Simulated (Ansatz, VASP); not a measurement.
**Ir in VASP and in Ansatz**

The input INCAR:

```
SYSTEM = Ir
PREC = Accurate
ENCUT = 520
EDIFF = 1E-6
ISMEAR = 0
SIGMA = 0.15
LREAL = .FALSE.
LASPH = .TRUE.
NELM = 80
ALGO = Normal
ISIF = 2
LWAVE = .FALSE.
LCHARG = .FALSE.
GGA = PS
NBANDS = 10
```

Contents of KPOINTS:

```
regular mesh
0
G
  22 22 22
  0 0 0
```

The input POSCAR:

```
Ir
1.0
    0.0000000000      2.0156850000      1.8237150000
    2.0156850000      0.0000000000      1.8237150000
    2.0156850000      2.0156850000      0.0000000000
Ir
1
Direct
    0.0000000000      0.0000000000      0.0000000000
```

Input for Ansatz:

```yaml
crystal:
  lattice:
    - [0.0, 2.015685, 1.823715]
    - [2.015685, 0.0, 1.823715]
    - [2.015685, 2.015685, 0.0]
  atoms:
    - { symbol: Ir, position: [0.0, 0.0, 0.0] }
basis:
  ecutwfc: 420
kpoints:
  mp_grid: { grid: [22, 22, 22] }
hamiltonian:
  xc: pbesol
scf:
  occupations: { method: gaussian, width: 0.15 }
output:
  forces: true
  stress: true
  eigenvalues: true
```

Change from the starting cell: strain +0.050 along x and y, -0.050 along z, atoms carried along.

Alike in both runs: task single point; functional PBEsol; k mesh 22 × 22 × 22; occupations gaussian, width 0.15 eV; no spin polarisation.

|  | VASP | Ansatz |
| --- | --- | --- |
| version | VASP 6.6.1 | Ansatz 0.2.0 |
| potentials or method | VASP PAW PBE potentials, release 64 (Ir), cutoff 520 eV | scalar-relativistic, plane waves, PAW |
| valence electrons in the cell | 9 | 17 |

```tsv
	VASP	Ansatz	Ansatz less VASP
gap on the k mesh at the Fermi level (eV)	none	none	-
pressure (GPa)	-15.3	-16.0	-0.67
traceless stress, the component that is largest in VASP (GPa)	19.95	20.03	+0.081
```

VASP's potentials were made for PBE, not for PBEsol. A gap of «none» marks a metal or a gap that the smearing closes. VASP's potentials hold 9 valence electrons a cell and Ansatz's 17, so a difference there can come from the potentials and not from the codes.

Spin-orbit coupling is off throughout.
